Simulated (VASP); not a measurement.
The system is CsSnBr3 (a).

```xyz
5
Lattice="5.8390 0.0000 0.0000 0.0000 5.8390 0.0000 0.0000 0.0000 5.8390" Properties=species:S:1:pos:R:3 pbc="T T T"
Cs    0.0000    0.0000    0.0000
Sn    2.9195    2.9195    2.9195
Br    2.9195    2.9195    0.0000
Br    2.9195    0.0000    2.9195
Br    0.0000    2.9195    2.9195
```

```yaml
Program: VASP 6.6.1
Task: relaxation of cell and atoms
Functional: PBEsol
Potentials_or_basis: VASP PAW PBE potentials, release 64 (Cs_sv, Sn_d, Br)
Cutoff: 500 eV
k_mesh: 6 × 6 × 6
Occupations: gaussian, width 0.02 eV
Spin: no spin polarisation
```

At the start: pressure -0.8 GPa; volume 39.81 Å³/atom.

Where does the relaxation end?

Over 3 steps the energy falls by 3.7 meV/atom and the volume is 38.35 Å³/atom (-3.7 %); space group Pm-3m (No. 221, to 0.05 Å).

Step by step:
```tsv
step	energy change (eV)	largest force (eV/Å)	pressure (GPa)	volume (Å³)
1	0.0000	0.0000	-0.78	199.07
2	-0.0172	0.0000	-0.21	193.58
3	-0.0184	0.0000	0.00	191.75
```

Final structure:
```
Cs Sn Br
1.0
     5.76653    0.00000    0.00000
     0.00000    5.76653    0.00000
     0.00000    0.00000    5.76653
Cs Sn Br
1 1 3
Cartesian
  0.0000 0.0000 0.0000
  2.8833 2.8833 2.8833
  2.8833 2.8833 0.0000
  2.8833 0.0000 2.8833
  0.0000 2.8833 2.8833
```

Caveat: the PAW data sets were made with another functional, which shifts forces and pressure a little.
